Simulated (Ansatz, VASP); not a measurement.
SnTe in VASP and in Ansatz

```
CELL_PARAMETERS angstrom
0.00000 3.61115 3.61115
3.61115 0.00000 3.61115
3.61115 3.61115 0.00000
ATOMIC_POSITIONS crystal
Sn 0.00000 0.00000 0.00000
Te 0.75000 0.75000 0.75000
```

Alike in both runs: task single point; functional BLYP; k mesh 4 × 4 × 4; occupations gaussian, width 0.1 eV; no spin polarisation.

```csv
,VASP,Ansatz
version,VASP 6.6.1,Ansatz 0.2.0
potentials or method,"VASP PAW PBE potentials, release 64 (Sn_d, Te)","scalar-relativistic, plane waves, PAW"
plane-wave cutoff (eV),500,420
valence electrons in the cell,20,30
```

Ansatz gave:

```
gap on the k mesh at the Fermi level (eV) : 0.16
least direct gap on the mesh (eV)         : 0.83
pressure (GPa)                            : 1.4
```

Task: Estimate VASP's values.

Result: gap on the k mesh at the Fermi level (eV): 0.15; least direct gap on the mesh (eV): 0.82; pressure (GPa): 1.4.

VASP's potentials were made for PBE, not for BLYP. VASP's potentials hold 20 valence electrons a cell and Ansatz's 30, so a difference there can come from the potentials and not from the codes.

Neither program's run includes spin-orbit coupling.
